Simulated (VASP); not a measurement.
# Mg2C3 (P1) in VASP: single point with r2SCAN

Aim: the single point of Mg2C3 with r2SCAN.

All numbers are computed with VASP 6.6.1; they aren't measurements. Logs are shortened: lines on timing, memory, paths and dates and some standing lists are left out, and cuts for length are marked.

## Step 1: The cell of the first run

The typed cell holds 5 atoms: a = 3.370 Å, b = 3.234 Å, c = 4.909 Å, α = 100.07°, β = 101.67°, γ = 89.03°.

## Step 2: Single point, r2SCAN (atoms moved at random and the cell strained at random)

File POSCAR:

```
Mg2C3
1.0
    2.4016738002     -2.3632611811     -0.0431507715
    2.3071196749      2.2666865824     -0.0076931034
   -1.2477381693      0.0615819419      4.7473116905
Mg C
2 3
Direct
    0.7488103341      0.8038024819      0.2503144679
    0.1643743978      0.2904735070      0.7585350980
    0.3327577680      0.1776692385      0.2898500959
    0.7174905960      0.7235919189      0.7898496158
    0.5365669041      0.5044628537      0.4114507225
```

File INCAR.step1:

```
SYSTEM = Mg2C3
PREC = Accurate
ENCUT = 520
ISMEAR = 0
SIGMA = 0.05
LREAL = .FALSE.
LASPH = .TRUE.
NELM = 100
NBANDS = 16
GGA = PE
ALGO = Normal
EDIFF = 1E-4
LWAVE = .TRUE.
LCHARG = .FALSE.
```

File INCAR.step2:

```
SYSTEM = Mg2C3
PREC = Accurate
ENCUT = 520
EDIFF = 1E-7
ISMEAR = 0
SIGMA = 0.05
LREAL = .FALSE.
LASPH = .TRUE.
NELM = 100
ALGO = Normal
ISIF = 2
LWAVE = .FALSE.
LCHARG = .FALSE.
METAGGA = R2SCAN
LMIXTAU = .TRUE.
NBANDS = 16
ISTART = 1
```

File KPOINTS:

```
regular mesh
0
G
  8 8 6
  0 0 0
```

Potentials or basis: VASP PAW PBE potentials, release 64 (Mg, C).

Command:

```console
$ cat potpaw_PBE.64/Mg/POTCAR potpaw_PBE.64/C/POTCAR > POTCAR
$ cp INCAR.step1 INCAR
$ mpirun -np 1 vasp_std > vasp.out
$ cp INCAR.step2 INCAR
$ mpirun -np 1 vasp_std > vasp.out
```

OUTCAR:

```text
SYSTEM = Mg2C3
   PREC = Accurate
   ENCUT = 520
   EDIFF = 1E-7
   ISMEAR = 0
   LREAL = .FALSE.
   LASPH = .TRUE.
   NELM = 100
   ISIF = 2
   METAGGA = R2SCAN
   ISTART = 1

 ion  position               nearest neighbor table
   1  0.749  0.804  0.250-   5 1.61   3 1.85   4 2.21   3 2.28   5 2.41   3 2.54   4 2.73   3 2.80
                             5 2.82   2 2.82   2 3.04   2 3.23   2 3.30   2 3.39   2 3.61   2 3.62
   2  0.164  0.290  0.759-   4 2.05   4 2.31   4 2.44   3 2.44   5 2.50   4 2.59   5 2.60   3 2.64
                             1 2.82   1 3.04   1 3.23   1 3.30   1 3.39   1 3.61   1 3.62
   3  0.333  0.178  0.290-   5 1.26   1 1.85   1 2.28   2 2.44   1 2.54   2 2.64   1 2.80
   4  0.717  0.724  0.790-   5 1.85   2 2.05   1 2.21   2 2.31   2 2.44   2 2.59   1 2.73
   5  0.537  0.504  0.411-   3 1.26   1 1.61   4 1.85   1 2.41   2 2.50   2 2.60   1 2.82

  LATTYP: Found a triclinic cell.
 ALAT       =     3.3697036133
 B/A-ratio  =     1.3743193595
 C/A-ratio  =     1.7313446920
 COS(alpha) =     0.0119455320
 COS(beta)  =     0.4167181554
 COS(gamma) =     0.7158094386

  Lattice vectors:

 A1 = (  -2.4016738002,   2.3632611811,   0.0431507715)
 A2 = (  -0.0945541253,   4.6299477635,   0.0354576681)
 A3 = (  -3.4610553058,   0.0349926568,  -4.6964678156)

Analysis of symmetry for initial positions (statically):
=====================================================================
 Subroutine PRICEL returns:
 Original cell was already a primitive cell.

 Routine SETGRP: Setting up the symmetry group for a
 triclinic supercell.

 Subroutine GETGRP returns: Found  1 space group operations
 (whereof  1 operations were pure point group operations)
 out of a pool of  2 trial point group operations.

The static configuration has the point symmetry C_1 .

Analysis of symmetry for dynamics (positions and initial velocities):
=====================================================================
 Subroutine PRICEL returns:
 Original cell was already a primitive cell.

 Routine SETGRP: Setting up the symmetry group for a
 triclinic supercell.

 Subroutine GETGRP returns: Found  1 space group operations
 (whereof  1 operations were pure point group operations)
 out of a pool of  2 trial point group operations.

The dynamic configuration has the point symmetry C_1 .

 Subroutine INISYM returns: Found  1 space group operations
 (whereof  1 operations are pure point group operations),
 and found     1 'primitive' translations

----------------------------------------------------------------------------------------

                                     Primitive cell

  volume of cell :      51.5778

  direct lattice vectors                    reciprocal lattice vectors
     2.401673800 -2.363261181 -0.043150771     0.208639064 -0.212165306  0.057588904
     2.307119675  2.266686582 -0.007693103     0.217467257  0.220010466  0.054303054
    -1.247738169  0.061581942  4.747311691     0.002248838 -0.001571949  0.211256987

  length of vectors
     3.369703613  3.234304939  4.908931774     0.303085562  0.314078708  0.211274804

  position of ions in fractional coordinates (direct lattice)
     0.748810334  0.803802482  0.250314468
     0.164374398  0.290473507  0.758535098
     0.332757768  0.177669239  0.289850096
     0.717490596  0.723591919  0.789849616
     0.536566904  0.504462854  0.411450722

  ion indices of the primitive-cell ions
   primitive index   ion index
                 1           1
                 2           2
                 3           3
                 4           4
                 5           5

----------------------------------------------------------------------------------------

 KPOINTS: regular mesh

Automatic generation of k-mesh.
 Grid dimensions read from file:
 generate k-points for:    8    8    6

 Generating k-lattice:

  Cartesian coordinates                     Fractional coordinates (reciprocal lattice)
     0.026079883 -0.026520663  0.007198613     0.125000000  0.000000000  0.000000000
     0.027183407  0.027501308  0.006787882    -0.000000000  0.125000000  0.000000000
     0.000374806 -0.000261992  0.035209498     0.000000000  0.000000000  0.166666667

  Length of vectors
     0.037885695  0.039259839  0.035212467

  Shift w.r.t. Gamma in fractional coordinates (k-lattice)
     0.000000000  0.000000000  0.000000000

 Subroutine IBZKPT returns following result:
 ===========================================

 Found    196 irreducible k-points:

 Following reciprocal coordinates:
            Coordinates               Weight
  0.000000  0.000000  0.000000      1.000000
  0.125000 -0.000000  0.000000      2.000000
  0.250000 -0.000000  0.000000      2.000000
  0.375000 -0.000000  0.000000      2.000000
  0.500000 -0.000000  0.000000      1.000000
  0.000000  0.125000  0.000000      2.000000
[... 16 lines left out ...]
  0.125000  0.375000  0.000000      2.000000
  0.250000  0.375000  0.000000      2.000000
 [... further k-points ...]
   k-points           NKPTS =    196   k-points in BZ     NKDIM =    196   number of bands    NBANDS=     16
   number of dos      NEDOS =    301   number of ions     NIONS =      5
   total plane-waves  NPLWV =  26880
   dimension x,y,z NGX =    28 NGY =   24 NGZ =   40
   dimension x,y,z NGXF=    56 NGYF=   48 NGZF=   80
   ions per type =               2   3
   NGX,Y,Z   is equivalent  to a cutoff of  13.81, 12.34, 13.55 a.u.
   NGXF,Y,Z  is equivalent  to a cutoff of  27.63, 24.67, 27.09 a.u.
 SYSTEM =  Mg2C3
   PREC   = accura    normal or accurate (medium, high low for compatibility)
   ISTART =      1    job   : 0-new  1-cont  2-samecut
   ICHARG =      0    charge: 1-file 2-atom 10-const
   ISPIN  =      1    spin polarized calculation?
   LNONCOLLINEAR =      F non collinear calculations
   LSORBIT =      F    spin-orbit coupling
   LASPH  =      T    aspherical Exc in radial PAW
   ENCUT  =  520.0 eV  38.22 Ry    6.18 a.u.   6.27  6.01  9.13*2*pi/ulx,y,z
   NELM   =    100;   NELMIN=  2; NELMDL=  0     # of ELM steps
   EDIFF  = 0.1E-06   stopping-criterion for ELM
   LREAL  =      F    real-space projection
   EDIFFG = 0.1E-05   stopping-criterion for IOM
   NSW    =      0    number of steps for IOM
   IBRION =     -1    ionic relax: 0-MD 1-quasi-New 2-CG
   NFREE  =      0    steps in history (QN), initial steepest desc. (CG)
   ISIF   =      2    stress and relaxation
   ISYM   =      2    0-nonsym 1-usesym 2-fastsym
   POTIM  = 0.5000    time-step for ionic-motion
   TEBEG  =    0.0;   TEEND  =   0.0 temperature during run
   PSTRESS=    0.0 pullay stress
   NELECT =      16.0000    total number of electrons
   NUPDOWN=      -1.0000    fix difference up-down
   EMIN   =  10.00;   EMAX   =-10.00  energy-range for DOS
   EFERMI =   0.00;   METHOD = LEGACY
   ISMEAR =     0;   SIGMA  =   0.05  broadening in eV -4-tet -1-fermi 0-gaus
   EFERMI_NEDOS =   21; number of points for ismear=-14 and -15
   IALGO  =     38    algorithm
   IMIX   =      4    mixing-type and parameters
     AMIX     =   0.40;   BMIX     =  1.00
     AMIX_MAG =   1.60;   BMIX_MAG =  1.00
  volume/ion in A,a.u.               =      10.32        69.61
  Fermi-wavevector in a.u.,A,eV,Ry     =   1.108223  2.094238 16.710114  1.228159
  Thomas-Fermi vector in A             =   2.244748
   LORBIT       =      0    0 simple, 1 ext, 2 COOP (PROOUT), +10 PAW based schemes
   METAGGA = R2SCAN    functional components
   LHFCALC =     F    Hartree Fock is set to
   AEXX    =    0.0000 exact exchange contribution
   IVDW    =     0    specifies the selected vdW correction
   LEPSILON=     F    determine dielectric tensor
   LRPA    =     F    only Hartree local field effects (RPA)
 non-spin polarized calculation
 Gauss-broadening in eV      SIGMA  =   0.05
  energy-cutoff  :      520.00
  volume of cell :       51.58
 maximum number of plane-waves:      1406
 NGX is ok and might be reduce to    28
   NGX = 13   NGY = 13   NGZ = 19

 number of electron      16.0000000 magnetization

 Free energy of the ion-electron system (eV)
  ---------------------------------------------------
  ext. energy  EPLUGINS =         0.00000000
  ---------------------------------------------------
  free energy    TOTEN  =       -30.23461644 eV

  energy without entropy =      -30.23358550  energy(sigma->0) =      -30.23410097

 E-fermi :   5.2452     XC(G=0): -11.2208

 val. band max:        5.2435511357   @ k =   0.3750   0.5000   0.1667
 cond. band min:       5.2457851753   @ k =  -0.3750   0.5000   0.1667
 fundamental gap:      0.0022340396
 Fermi energy:         5.2451999015

 k-point     1 :       0.0000    0.0000    0.0000
  band No.  band energies     occupation
      1     -12.4066      2.00000
      2      -6.3548      2.00000
      3      -2.4925      2.00000
      4      -0.0095      2.00000
      5       0.1863      2.00000
      6       1.7704      2.00000
[... 8 lines left out ...]
     15      15.6209      0.00000
     16      17.0642      0.00000

 k-point     2 :       0.1250   -0.0000    0.0000
  band No.  band energies     occupation
      1     -12.3257      2.00000
      2      -6.3273      2.00000
      3      -2.3539      2.00000
      4      -0.6506      2.00000
      5       0.3579      2.00000
      6       1.6806      2.00000
[... 8 lines left out ...]
     15      15.2719      0.00000
     16      16.5101      0.00000

 k-point     3 :       0.2500   -0.0000    0.0000
  band No.  band energies     occupation
      1     -12.1170      2.00000
      2      -6.2733      2.00000
      3      -2.1304      2.00000
      4      -1.4690      2.00000
      5       0.3826      2.00000
      6       1.6590      2.00000
[... 8 lines left out ...]
     15      14.9314      0.00000
     16      16.3294      0.00000
[... 362 lines left out ...]
 k-point    23 :       0.1250    0.3750    0.0000
  band No.  band energies     occupation
      1     -11.6052      2.00000
      2      -6.5099      2.00000
      3      -2.8778      2.00000
      4      -0.5261      2.00000
      5       0.2792      2.00000
      6       1.0733      2.00000
[... 8 lines left out ...]
     15      14.6511      0.00000
     16      16.3093      0.00000

 k-point    24 :       0.2500    0.3750    0.0000
  band No.  band energies     occupation
      1     -11.4487      2.00000
      2      -6.3338      2.00000
      3      -2.7987      2.00000
      4      -0.8807      2.00000
      5       0.0688      2.00000
      6       0.7324      2.00000
[... 8 lines left out ...]
     15      15.8964      0.00000
     16      16.4069      0.00000

 [... further k-points ...]

------------------------ aborting loop because EDIFF is reached ----------------------------------------

  FORCE on cell =-STRESS in cart. coord.  units (eV):
  Direction    XX          YY          ZZ          XY          YZ          ZX
  --------------------------------------------------------------------------------------
  -------------------------------------------------------------------------------------
  Total       18.5538880     11.5418763      2.9281352      2.8631101     -0.5142182     -5.3094040
  in kB      576.3453557    358.5289948     90.9575986     88.9377057    -15.9733240   -164.9277152
  external PRESSURE =     341.9439830 kB  Pullay stress =       0.0000000 kB

 VOLUME and BASIS-vectors are now :
 -----------------------------------------------------------------------------
  energy-cutoff  :      520.00
  volume of cell :       51.58
      direct lattice vectors                 reciprocal lattice vectors
     2.401673800 -2.363261181 -0.043150771     0.208639064 -0.212165306  0.057588904
     2.307119675  2.266686582 -0.007693103     0.217467257  0.220010466  0.054303054
    -1.247738169  0.061581942  4.747311691     0.002248838 -0.001571949  0.211256987

 POSITION                                       TOTAL-FORCE (eV/Angst)
 -----------------------------------------------------------------------------------
      3.34054      0.06775      1.14983        11.635087     -2.716745     -7.359979
      0.11848      0.31666      3.59168        -0.000653     -1.933205      0.931564
      0.84742     -0.36582      1.36028        -1.936466      4.630533     -0.938769
      2.40707     -0.00682      3.71314         0.217376      1.322174     -3.669450
      1.93913     -0.09925      1.92625        -9.915345     -1.302756     11.036635
 -----------------------------------------------------------------------------------
    total drift:                               -0.000080     -0.001203     -0.001711

  FREE ENERGIE OF THE ION-ELECTRON SYSTEM (eV)
  ---------------------------------------------------
  free  energy   TOTEN  =       -30.2346164432 eV

  energy  without entropy=      -30.2335855048  energy(sigma->0) =      -30.23410097
```

It took 6 min on 1 thread of AMD EPYC 9R45 (Zen 5), shared host; peak memory 0.25 GiB.

What came out:

```yaml
Free_energy: -30.2346 eV
Pressure: 34.2 GPa
Largest_force: 14.894 eV/Å
Band_gap_on_the_k_mesh: zero (bands 8 and 9 overlap by 0.79 eV)
```

Forces in eV/Å, atoms in the order of the input:
```
Mg  11.635 -2.717 -7.360
Mg  -0.001 -1.933  0.932
C   -1.936  4.631 -0.939
C    0.217  1.322 -3.669
C   -9.915 -1.303 11.037
```

Stress tensor (GPa, compression positive):
```
 57.63   8.89 -16.49
  8.89  35.85  -1.60
-16.49  -1.60   9.10
```

Levels at points of the mesh, in eV from the Fermi level:
```csv
k point,band 6,band 7,band 8,band 9,band 10,band 11
"(0.00, 0.00, 0.00)",-3.47,-1.13,0.12,1.02,1.36,4.65
"(0.50, 0.00, 0.00)",-3.58,-3.24,-0.93,0.64,3.58,6.11
"(0.00, 0.50, 0.00)",-3.97,-3.69,-0.48,0.37,4.24,5.77
"(0.50, 0.50, 0.00)",-4.04,-2.04,-1.83,-0.50,3.03,3.58
"(0.00, 0.00, 0.50)",-3.57,-1.16,-0.58,0.51,1.07,5.08
"(0.50, 0.00, 0.50)",-3.52,-2.49,0.28,0.91,2.45,5.04
"(0.00, 0.50, 0.50)",-3.52,-1.87,-0.18,1.15,2.70,5.19
"(0.50, 0.50, 0.50)",-4.57,-3.24,-2.46,0.96,4.23,5.00
```

Caveat: the cell differs from its parent crystal (atoms moved at random and the cell strained at random); the cell stands under pressure; the PAW data sets were made with another functional, which shifts forces and pressure a little.
